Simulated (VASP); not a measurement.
# W4C4N in VASP: single point with PBE+D3(BJ)

Aim: the single point of W4C4N with PBE+D3(BJ).

Everything below comes from runs of VASP 6.6.1. Logs are shortened: lines on timing, memory, paths and dates and some standing lists are left out, and cuts for length are marked.

## 1. The cell of the first run

The cell holds a slab with vacuum, 18 atoms: a = 5.710 Å, b = 5.710 Å, c = 15.205 Å, α = 90.00°, β = 90.00°, γ = 120.00°.

## 2. Single point, PBE+D3(BJ)

The input, INCAR:

```
SYSTEM = W4C4N
PREC     = Accurate       ! precision mode
ENCUT    = 1000           ! plane-wave cutoff, eV
EDIFF    = 1E-6           ! SCF threshold, eV
ISMEAR   = -1             ! smearing method
SIGMA    = 0.05           ! smearing width, eV
LREAL    = Auto         
LASPH    = .True.         ! aspherical terms in the spheres
NELM     = 120            ! most SCF steps
ALGO     = Normal         ! electronic algorithm
ISIF     = 2              ! what is computed and relaxed
LWAVE    = .False.        ! write WAVECAR
LCHARG   = .False.        ! write CHGCAR
GGA      = PE             ! functional
IVDW     = 12             ! dispersion correction
NBANDS   = 92             ! bands
GGA_COMPAT= .False.      
NELMDL   = -8
```

The input, KPOINTS:

```
Automatic mesh
0
Gamma
  2 2 1
  0 0 0
```

The input, POSCAR:

```
W4C4N
1.0
    5.7102600000      0.0000000000      0.0000000000
   -2.8551300000      4.9452300000      0.0000000000
    0.0000000000      0.0000000000     15.2045300000
W C N
8 8 2
Direct
    0.0000000000      0.0000000000      0.0657698725
   -0.0144730900     -0.0322735242      0.2574693200
   -0.0000076459      0.4999969668      0.0657698725
   -0.0055604327      0.4889964673      0.2493862027
    0.4999947463      0.0000000000      0.0657698725
    0.4907359534     -0.0204439430      0.2610537781
    0.5000046127      0.4999969668      0.0657698725
    0.5031740187      0.4809078648      0.2517670721
    0.3280317180      0.1493964891      0.1481795228
    0.3085555982      0.1338057077      0.3254556372
    0.3391914870      0.6546712691      0.1446345267
    0.2994823786      0.6149360090      0.3261133360
    0.8195863153      0.1115013862      0.1486662199
    0.8224949336      0.1230276448      0.3383268013
    0.7948252765      0.6396062468      0.1481005990
    0.8020388979      0.6593222155      0.3339859897
    0.8246369312      0.5875358679      0.5778343691
    0.9629927559      0.6574618370      0.5215879741
```

Potentials or basis: VASP PAW PBE potentials, release 64 (W_sv, C_h, N_h).

Started as:

```
$ cat potpaw_PBE.64/W_sv/POTCAR potpaw_PBE.64/C_h/POTCAR potpaw_PBE.64/N_h/POTCAR > POTCAR
$ mpirun -np 1 vasp_std > vasp.out
```

OUTCAR:

```text
SYSTEM = W4C4N
   PREC = Accurate
   ENCUT = 1000
   EDIFF = 1E-6
   ISMEAR = -1
   LREAL = Auto
   LASPH = .True.
   NELM = 120
   ISIF = 2
   GGA = PE
   IVDW = 12
   NELMDL = -8
 IVDW          = 12

 ion  position               nearest neighbor table
   1  0.000  0.000  0.066-  13 1.93   9 2.05  15 2.18   5 2.86   7 2.86   3 2.86   3 2.86   7 2.86
                             5 2.86   2 2.92
   2  0.986  0.968  0.257-  10 1.90  16 1.93  14 2.00  13 2.26  15 2.33   9 2.37   4 2.76   8 2.77
                             6 2.85   6 2.86   1 2.92   8 2.94   4 2.95
   3  1.000  0.500  0.066-  11 2.06  15 2.12  13 2.30   4 2.79   7 2.86   5 2.86   1 2.86   1 2.86
                             5 2.86   7 2.86
   4  0.994  0.489  0.249-  12 1.91  16 2.21  14 2.26  15 2.32  11 2.33  13 2.42   2 2.76   8 2.78
                             3 2.79   6 2.82   6 2.90   8 2.93   2 2.95
   5  0.500  0.000  0.066-   9 2.02  13 2.04  11 2.09   7 2.86   1 2.86   3 2.86   3 2.86   1 2.86
                             7 2.86   6 2.97
   6  0.491  0.980  0.261-  10 1.93  14 2.02  12 2.06  13 2.37   9 2.38  11 2.39   4 2.82   8 2.83
                             2 2.85   2 2.86   8 2.89   4 2.90   5 2.97
   7  0.500  0.500  0.066-  15 1.92  11 1.97   9 2.14   8 2.83   3 2.86   5 2.86   1 2.86   1 2.86
                             5 2.86   3 2.86
   8  0.503  0.481  0.252-  16 1.94  12 2.03  10 2.05  15 2.14   9 2.27  11 2.33   2 2.77   4 2.78
                             7 2.83   6 2.83   6 2.89   4 2.93   2 2.94
   9  0.328  0.149  0.148-   5 2.02   1 2.05   7 2.14   8 2.27   2 2.37   6 2.38
  10  0.309  0.134  0.325-   2 1.90   6 1.93   8 2.05
  11  0.339  0.655  0.145-   7 1.97   3 2.06   5 2.09   8 2.33   4 2.33   6 2.39
  12  0.299  0.615  0.326-   4 1.91   8 2.03   6 2.06
  13  0.820  0.112  0.149-   1 1.93   5 2.04   2 2.26   3 2.30   6 2.37   4 2.42
  14  0.822  0.123  0.338-   2 2.00   6 2.02   4 2.26
  15  0.795  0.640  0.148-   7 1.92   3 2.12   8 2.14   1 2.18   4 2.32   2 2.33
  16  0.802  0.659  0.334-   2 1.93   8 1.94   4 2.21
  17  0.825  0.588  0.578-  18 1.10
  18  0.963  0.657  0.522-  17 1.10

  LATTYP: Found a hexagonal cell.
 ALAT       =     5.7102600000
 C/A-ratio  =     2.6626686000

  Lattice vectors:

 A1 = (   5.7102600000,   0.0000000000,   0.0000000000)
 A2 = (  -2.8551300000,   4.9452300000,   0.0000000000)
 A3 = (   0.0000000000,   0.0000000000,  15.2045300000)

Analysis of symmetry for initial positions (statically):
=====================================================================
 Subroutine PRICEL returns:
 Original cell was already a primitive cell.

 Routine SETGRP: Setting up the symmetry group for a
 hexagonal supercell.

 Subroutine GETGRP returns: Found  1 space group operations
 (whereof  1 operations were pure point group operations)
 out of a pool of 24 trial point group operations.

The static configuration has the point symmetry C_1 .

Analysis of symmetry for dynamics (positions and initial velocities):
=====================================================================
 Subroutine PRICEL returns:
 Original cell was already a primitive cell.

 Routine SETGRP: Setting up the symmetry group for a
 hexagonal supercell.

 Subroutine GETGRP returns: Found  1 space group operations
 (whereof  1 operations were pure point group operations)
 out of a pool of 24 trial point group operations.

The dynamic configuration has the point symmetry C_1 .

 Subroutine INISYM returns: Found  1 space group operations
 (whereof  1 operations are pure point group operations),
 and found     1 'primitive' translations

----------------------------------------------------------------------------------------

                                     Primitive cell

  volume of cell :     429.3539

  direct lattice vectors                    reciprocal lattice vectors
     5.710260000  0.000000000  0.000000000     0.175123374  0.101107532  0.000000000
    -2.855130000  4.945230000  0.000000000     0.000000000  0.202215064  0.000000000
     0.000000000  0.000000000 15.204530000     0.000000000  0.000000000  0.065769873

  length of vectors
     5.710260000  5.710259808 15.204530000     0.202215057  0.202215064  0.065769873

  position of ions in fractional coordinates (direct lattice)
     0.000000000  0.000000000  0.065769872
     0.985526910  0.967726476  0.257469320
     0.999992354  0.499996967  0.065769872
     0.994439567  0.488996467  0.249386203
     0.499994746  0.000000000  0.065769872
     0.490735953  0.979556057  0.261053778
[... 10 lines left out ...]
     0.824636931  0.587535868  0.577834369
     0.962992756  0.657461837  0.521587974

  ion indices of the primitive-cell ions
   primitive index   ion index
                 1           1
                 2           2
                 3           3
                 4           4
                 5           5
                 6           6
[... 10 lines left out ...]
                17          17
                18          18

----------------------------------------------------------------------------------------

 KPOINTS: Automatic mesh

Automatic generation of k-mesh.
 Grid dimensions read from file:
 generate k-points for:    2    2    1

 Generating k-lattice:

  Cartesian coordinates                     Fractional coordinates (reciprocal lattice)
     0.087561687  0.050553766  0.000000000     0.500000000  0.000000000  0.000000000
     0.000000000  0.101107532  0.000000000     0.000000000  0.500000000  0.000000000
     0.000000000  0.000000000  0.065769873     0.000000000  0.000000000  1.000000000

  Length of vectors
     0.101107528  0.101107532  0.065769873

  Shift w.r.t. Gamma in fractional coordinates (k-lattice)
     0.000000000  0.000000000  0.000000000

 Subroutine IBZKPT returns following result:
 ===========================================

 Found      4 irreducible k-points:

 Following reciprocal coordinates:
            Coordinates               Weight
  0.000000  0.000000  0.000000      1.000000
  0.500000  0.000000  0.000000      1.000000
  0.000000  0.500000  0.000000      1.000000
  0.500000  0.500000  0.000000      1.000000
   k-points           NKPTS =      4   k-points in BZ     NKDIM =      4   number of bands    NBANDS=     92
   number of dos      NEDOS =    301   number of ions     NIONS =     18
   total plane-waves  NPLWV = 576000
   dimension x,y,z NGX =    60 NGY =   60 NGZ =  160
   dimension x,y,z NGXF=   120 NGYF=  120 NGZF=  320
   ions per type =               8   8   2
   NGX,Y,Z   is equivalent  to a cutoff of  17.47, 17.47, 17.49 a.u.
   NGXF,Y,Z  is equivalent  to a cutoff of  34.94, 34.94, 34.99 a.u.
 SYSTEM =  W4C4N
   PREC   = accura    normal or accurate (medium, high low for compatibility)
   ISTART =      0    job   : 0-new  1-cont  2-samecut
   ICHARG =      2    charge: 1-file 2-atom 10-const
   ISPIN  =      1    spin polarized calculation?
   LNONCOLLINEAR =      F non collinear calculations
   LSORBIT =      F    spin-orbit coupling
   LASPH  =      T    aspherical Exc in radial PAW
   ENCUT  = 1000.0 eV  73.50 Ry    8.57 a.u.  14.72 14.72 39.20*2*pi/ulx,y,z
   NELM   =    120;   NELMIN=  2; NELMDL= -8     # of ELM steps
   EDIFF  = 0.1E-05   stopping-criterion for ELM
   LREAL  =      T    real-space projection
   EDIFFG = 0.1E-04   stopping-criterion for IOM
   NSW    =      0    number of steps for IOM
   IBRION =     -1    ionic relax: 0-MD 1-quasi-New 2-CG
   NFREE  =      0    steps in history (QN), initial steepest desc. (CG)
   ISIF   =      2    stress and relaxation
   ISYM   =      2    0-nonsym 1-usesym 2-fastsym
   POTIM  = 0.5000    time-step for ionic-motion
   TEBEG  =    0.0;   TEEND  =   0.0 temperature during run
   PSTRESS=    0.0 pullay stress
   NELECT =     154.0000    total number of electrons
   NUPDOWN=      -1.0000    fix difference up-down
   EMIN   =  10.00;   EMAX   =-10.00  energy-range for DOS
   EFERMI =   0.00;   METHOD = LEGACY
   ISMEAR =    -1;   SIGMA  =   0.05  broadening in eV -4-tet -1-fermi 0-gaus
   EFERMI_NEDOS =   21; number of points for ismear=-14 and -15
   IALGO  =     38    algorithm
   IMIX   =      4    mixing-type and parameters
     AMIX     =   0.40;   BMIX     =  1.00
     AMIX_MAG =   1.60;   BMIX_MAG =  1.00
  volume/ion in A,a.u.               =      23.85       160.97
  Fermi-wavevector in a.u.,A,eV,Ry     =   1.163170  2.198073 18.408206  1.352965
  Thomas-Fermi vector in A             =   2.299723
   LORBIT       =      0    0 simple, 1 ext, 2 COOP (PROOUT), +10 PAW based schemes
   GGA     = PE    functional components
   LHFCALC =     F    Hartree Fock is set to
   AEXX    =    0.0000 exact exchange contribution
   IVDW    =    12    specifies the selected vdW correction
   LEPSILON=     F    determine dielectric tensor
   LRPA    =     F    only Hartree local field effects (RPA)
 non-spin polarized calculation
  energy-cutoff  :     1000.00
  volume of cell :      429.35
 maximum number of plane-waves:     30832
 NGX is ok and might be reduce to    60
   NGX = 29   NGY = 29   NGZ = 79

 number of electron     153.9999999 magnetization

 Free energy of the ion-electron system (eV)
  ---------------------------------------------------
  ext. energy  EPLUGINS =         0.00000000
  ---------------------------------------------------
  free energy    TOTEN  =      -176.89087326 eV

  energy without entropy =     -176.80866458  energy(sigma->0) =     -176.84976892

 E-fermi :   1.5732     XC(G=0):  -7.3131

 val. band max:        1.5076698041   @ k =   0.0000   0.5000   0.0000
 cond. band min:       1.5970608020   @ k =   0.0000   0.0000   0.0000
 fundamental gap:      0.0893909978
 Fermi energy:         1.5731705289

 k-point     1 :       0.0000    0.0000    0.0000
  band No.  band energies     occupation
      1     -72.3942      2.00000
      2     -72.3341      2.00000
      3     -72.3115      2.00000
      4     -72.2950      2.00000
      5     -72.2272      2.00000
      6     -72.1796      2.00000
[... 81 lines left out ...]
     88       4.5499      0.00000
     89       5.2012      0.00000

 k-point     2 :       0.5000    0.0000    0.0000
  band No.  band energies     occupation
      1     -72.3687      2.00000
      2     -72.3513      2.00000
      3     -72.3132      2.00000
      4     -72.3017      2.00000
      5     -72.2045      2.00000
      6     -72.1977      2.00000
[... 81 lines left out ...]
     88       3.6298      0.00000
     89       3.9332      0.00000

 k-point     3 :       0.0000    0.5000    0.0000
  band No.  band energies     occupation
      1     -72.3736      2.00000
      2     -72.3340      2.00000
      3     -72.3318      2.00000
      4     -72.2956      2.00000
      5     -72.2053      2.00000
      6     -72.1972      2.00000
[... 81 lines left out ...]
     88       3.7480      0.00000
     89       3.8243      0.00000

 k-point     4 :       0.5000    0.5000    0.0000
  band No.  band energies     occupation
      1     -72.3679      2.00000
      2     -72.3530      2.00000
      3     -72.3100      2.00000
      4     -72.3041      2.00000
      5     -72.2172      2.00000
      6     -72.1799      2.00000
[... 81 lines left out ...]
     88       3.7936      0.00000
     89       3.8866      0.00000
 [bands above 89 left out]

------------------------ aborting loop because EDIFF is reached ----------------------------------------

 Edisp (eV)   -4.99702

 E8    (eV) :    -2.3313

  FORCE on cell =-STRESS in cart. coord.  units (eV):
  Direction    XX          YY          ZZ          XY          YZ          ZX
  --------------------------------------------------------------------------------------
  -------------------------------------------------------------------------------------
  Total      24.21872    17.00921    10.03569     1.09052     8.42781     0.77064
  in kB      90.37459    63.47159    37.44919     4.06937    31.44923     2.87572
  external pressure =       63.77 kB  Pullay stress =        0.00 kB

 VOLUME and BASIS-vectors are now :
 -----------------------------------------------------------------------------
  energy-cutoff  :     1000.00
  volume of cell :      429.35
      direct lattice vectors                 reciprocal lattice vectors
     5.710260000  0.000000000  0.000000000     0.175123374  0.101107532  0.000000000
    -2.855130000  4.945230000  0.000000000     0.000000000  0.202215064  0.000000000
     0.000000000  0.000000000 15.204530000     0.000000000  0.000000000  0.065769873

 POSITION                                       TOTAL-FORCE (eV/Angst)
 -----------------------------------------------------------------------------------
      0.00000      0.00000      1.00000         1.020141     -1.340808     -2.016587
      2.86463      4.78563      3.91470        -1.217138      1.646448     -1.663440
      4.28266      2.47260      1.00000        -0.238428     -1.095999     -1.194529
      4.28236      2.41820      3.79180        -0.580625     -2.460722      2.120908
      2.85510      0.00000      1.00000         0.102166     -0.945879     -1.282024
      0.00547      4.84413      3.96920         1.657037     -0.162475     -1.511791
[... 10 lines left out ...]
      3.03140      2.90550      8.78570        -0.624933     -0.371444      0.858971
      3.62180      3.25130      7.93050         0.637189      0.379086     -0.875049
 -----------------------------------------------------------------------------------
    total drift:                               -0.003401      0.007187      0.047059

  FREE ENERGIE OF THE ION-ELECTRON SYSTEM (eV)
  ---------------------------------------------------
  free  energy   TOTEN  =      -181.8878917458 eV

  energy  without entropy=     -181.8056830680  energy(sigma->0) =     -181.84678741
```

Run time: 26 min. Hardware: 1 thread of Intel Xeon Platinum 8259CL at 2.50GHz (Skylake/Cascade Lake), shared host; peak memory 1.2 GiB.

What came out:

```
Free energy                : -181.8879 eV
Largest force              : 4.550 eV/Å
Band gap on the k mesh     : zero (bands 77 and 78 overlap by 0.50 eV)
Dispersion energy per atom : -0.278 eV
```

Forces in eV/Å, atoms in the order of the input:
```
W    1.020 -1.341 -2.017
W   -1.217  1.646 -1.663
W   -0.238 -1.096 -1.195
W   -0.581 -2.461  2.121
W    0.102 -0.946 -1.282
W    1.657 -0.162 -1.512
W   -0.511 -2.100 -3.325
W   -2.594 -0.987  1.084
C    0.077  0.370  0.943
C    1.006  1.278  1.806
C   -1.633  0.467  2.686
C    0.434  0.861  0.423
C   -1.793  3.403  2.431
C   -1.250  1.266 -1.650
C    3.555  1.463  1.433
C    1.954 -1.670 -0.268
N   -0.625 -0.371  0.859
N    0.637  0.379 -0.875
```

Caveat: the k points lie up to 0.64 Å⁻¹ apart, too coarse for converged energies and pressures of a metal; the atoms stand as in a frame of molecular dynamics; there is no dipole correction, which matters where the two faces differ; spin-orbit coupling is left out, which moves the levels of the heavy elements.

The gap in the log of VASP goes by the Fermi energy; the results here count the filled bands.